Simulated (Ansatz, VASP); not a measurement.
One calculation of Rb2PtAuC6N6, two programs

```
CELL_PARAMETERS angstrom
0.00000 5.75875 5.75875
5.75875 0.00000 5.75875
5.75875 5.75875 0.00000
ATOMIC_POSITIONS crystal
Rb 0.25000 0.25000 0.25000
Rb 0.75000 0.75000 0.75000
Pt 0.00000 0.00000 0.00000
C 0.81792 0.18208 0.18208
C 0.18208 0.81792 0.18208
C 0.18208 0.18208 0.81792
C 0.18208 0.81792 0.81792
C 0.81792 0.18208 0.81792
C 0.81792 0.81792 0.18208
Au 0.50000 0.50000 0.50000
N 0.71615 0.28385 0.28385
N 0.28385 0.71615 0.28385
N 0.28385 0.28385 0.71615
N 0.28385 0.71615 0.71615
N 0.71615 0.28385 0.71615
N 0.71615 0.71615 0.28385
```

Alike in both runs: functional PBE; k mesh 4 × 4 × 4; occupations gaussian, width 0.1 eV; no spin polarisation.

Ansatz relaxed the structure, and its values are those at the end. VASP's run is a single point on that final structure, the one shown.

|  | VASP | Ansatz |
| --- | --- | --- |
| version | VASP 6.6.1 | Ansatz 0.2.0 |
| potentials or method | VASP PAW PBE potentials, release 64 (Rb_sv, Pt, C, Au, N), cutoff 520 eV | scalar-relativistic, plane waves, PAW |
| valence electrons in the cell | 93 | 109 |

```tsv
	VASP	Ansatz	Ansatz less VASP
gap on the k mesh at the Fermi level (eV)	none	none	-
pressure (GPa)	0.4	0.1	-0.26
rms of the force components (eV/Å)	0.199	0.011	-0.1880
```

A gap of «none» marks a metal or a gap that the smearing closes. One of these differences is far larger than is usual between the two programs; its cause wasn't traced. The functional is the same, so the differences come from potentials, cutoffs and numerics. VASP's potentials hold 93 valence electrons a cell and Ansatz's 109, so a difference there can come from the potentials and not from the codes.

Neither program's run includes spin-orbit coupling. Noted on VASP's run: the standard files for N, O and F lose accuracy on very short bonds.
